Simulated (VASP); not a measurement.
Wanted: the native input for a VASP 6.6.1 run.

```
Task                   : single point
Functional             : PBEsol
Potentials or basis    : VASP PAW PBE potentials, release 64 (C)
Cutoff                 : 520 eV
k mesh                 : 20 × 20 × 20
Occupations            : fermi-dirac, width 0.1 eV
Spin                   : no spin polarisation
Dipole correction      : no
Further INCAR settings : ALGO = Normal; EDIFF = 1e-07; NBANDS = 8
```

The structure of C lies in POSCAR:

```
C
1.0
    0.0000000000      1.4547188787      1.4547188787
    1.4547188787      0.0000000000      1.4547188787
    1.4547188787      1.4547188787      0.0000000000
C
1
Direct
    0.0000000000      0.0000000000      0.0000000000
```

This cell differs from its parent crystal: volume scaled by 0.88.

One way to write it, as run:

INCAR

```
PREC = Accurate
ENCUT = 520
EDIFF = 1E-7
ISMEAR = -1
SIGMA = 0.1
LREAL = False
LASPH = True
NELM = 80
ALGO = Normal
ISIF = 2
LWAVE = False
LCHARG = False
GGA = PS
NBANDS = 8
```

KPOINTS

```
Automatic mesh
0
Gamma
  20 20 20
```

Potentials or basis: VASP PAW PBE potentials, release 64 (C).

Run with:

```bash
$ cat potpaw_PBE.64/C/POTCAR > POTCAR
$ mpirun -np 1 vasp_std > vasp.out
```

It gave:

The pressure is 27.7 GPa. The band gap on the k mesh is zero (band 2 reaches 19.53 eV, above the bottom of band 3 at 6.45 eV).

Caveat: the PAW data sets were made with another functional, which shifts forces and pressure a little.

Wall time 4 s on 1 thread of Intel Xeon 6975P-C, with other jobs on the host, peak memory 0.12 GiB.
